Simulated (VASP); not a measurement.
A run of VASP 6.6.1 is set up as follows.

The input POSCAR:

```
BaTe
1.0
    4.8490244230     -0.0000000029      0.0000000000
   -2.4245122090      4.1993783353      0.0000000000
    0.0000000000      0.0000000000      8.6069377145
Ba Te
2 2
Direct
    0.6666666667      0.3333333333      0.7500000000
    0.3333333333      0.6666666667      0.2500000000
    0.0000000000      0.0000000000      0.0000000000
    0.0000000000      0.0000000000      0.5000000000
```

Contents of INCAR.step1:

```
SYSTEM = BaTe
PREC     = Accurate       ! precision mode
ENCUT    = 520            ! plane-wave cutoff, eV
ISMEAR   = 0              ! smearing method
SIGMA    = 0.02           ! smearing width, eV
LREAL    = .FALSE.        ! projectors in reciprocal space
LASPH    = .TRUE.         ! aspherical terms in the spheres
NELM     = 80             ! most SCF steps
NBANDS   = 24             ! bands
GGA      = PE             ! functional
ALGO     = Normal         ! electronic algorithm
EDIFF    = 1E-4           ! SCF threshold, eV
LWAVE    = .TRUE.         ! write WAVECAR
LCHARG   = .FALSE.        ! write CHGCAR
```

Contents of INCAR.step2:

```
SYSTEM = BaTe
PREC     = Accurate       ! precision mode
ENCUT    = 520            ! plane-wave cutoff, eV
EDIFF    = 1E-6           ! SCF threshold, eV
ISMEAR   = 0              ! smearing method
SIGMA    = 0.02           ! smearing width, eV
LREAL    = .FALSE.        ! projectors in reciprocal space
LASPH    = .TRUE.         ! aspherical terms in the spheres
NELM     = 80             ! most SCF steps
ALGO     = Normal         ! electronic algorithm
ISIF     = 2              ! what is computed and relaxed
LWAVE    = .FALSE.        ! write WAVECAR
LCHARG   = .FALSE.        ! write CHGCAR
METAGGA  = R2SCAN         ! meta-GGA
LMIXTAU  = .TRUE.       
NBANDS   = 24             ! bands
ISTART   = 1
```

The input KPOINTS:

```
regular mesh
0
G
  6 6 4
  0 0 0
```

Potentials or basis: VASP PAW PBE potentials, release 64 (Ba_sv, Te).

Run with:

```bash
$ cat potpaw_PBE.64/Ba_sv/POTCAR potpaw_PBE.64/Te/POTCAR > POTCAR
$ cp INCAR.step1 INCAR
$ mpirun -np 1 vasp_std > vasp.out
$ cp INCAR.step2 INCAR
$ mpirun -np 1 vasp_std > vasp.out
```

**Question.** Estimate the band gap on the k mesh.

**Answer.** 1.60 eV, indirect (least direct gap 1.92 eV).

**Question.** What does it give for the pressure?

**Answer.** 0.3 GPa.

Stress tensor (GPa, compression positive):
```
0.28 0.00 0.00
0.00 0.28 0.00
0.00 0.00 0.47
```

Caveat: the PAW data sets were made with another functional, which shifts forces and pressure a little; spin-orbit coupling is left out, which moves the levels of the heavy elements. A k mesh can miss the band edges.
